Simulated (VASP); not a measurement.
A run of VASP 6.6.1:

INCAR

```
PREC     = Accurate       # precision mode
ENCUT    = 520            # plane-wave cutoff, eV
EDIFF    = 1E-6           # SCF threshold, eV
ISMEAR   = 0              # smearing method
SIGMA    = 0.1            # smearing width, eV
LREAL    = Auto         
LASPH    = True           # aspherical terms in the spheres
NELM     = 80             # most SCF steps
ALGO     = Normal         # electronic algorithm
ISIF     = 2              # what is computed and relaxed
LWAVE    = False          # write WAVECAR
LCHARG   = False          # write CHGCAR
GGA      = PE             # functional
NBANDS   = 110            # bands
```

Contents of KPOINTS:

```
Automatic mesh
0
Gamma
  6 6 6
```

Contents of POSCAR:

```
GePt
1.0
   -5.8273365332     -3.7523530978      0.0000000000
    5.8273365332     -3.7523530978      0.0000000000
    0.0000000000      3.7523530978      6.1757639963
Ge Pt
8 8
Direct
    0.0124656978      0.8258244976      0.5882901955
    0.5124656978      0.3258244976      0.5882901955
    0.4875343022      0.6741755024      0.4117098045
    0.9875343022      0.1741755024      0.4117098045
    0.0758244976      0.7624656978      0.0882901955
    0.5758244976      0.2624656978      0.0882901955
    0.4241755024      0.7375343022      0.9117098045
    0.9241755024      0.2375343022      0.9117098045
    0.2203247426      0.2221554991      0.1924802417
    0.7203247426      0.7221554991      0.1924802417
    0.2796752574      0.2778445009      0.8075197583
    0.7796752574      0.7778445009      0.8075197583
    0.4721554991      0.9703247426      0.6924802417
    0.9721554991      0.4703247426      0.6924802417
    0.0278445009      0.5296752574      0.3075197583
    0.5278445009      0.0296752574      0.3075197583
```

Potentials or basis: VASP PAW PBE potentials, release 64 (Ge_d, Pt).

Run with:

```bash
$ cat potpaw_PBE.64/Ge_d/POTCAR potpaw_PBE.64/Pt/POTCAR > POTCAR
$ mpirun -np 1 vasp_std > vasp.out
```

Hardware: 1 thread of Intel(R) Xeon(R) Platinum 8259CL CPU @ 2.50GHz (Skylake/Cascade Lake), with other jobs on the host.

Q: Estimate the wall time of this run.

A: It took 53 min on 1 thread of Intel(R) Xeon(R) Platinum 8259CL CPU @ 2.50GHz (Skylake/Cascade Lake), with other jobs on the host, peak memory 0.95 GiB. Counts: scf iterations 13, k points 46.
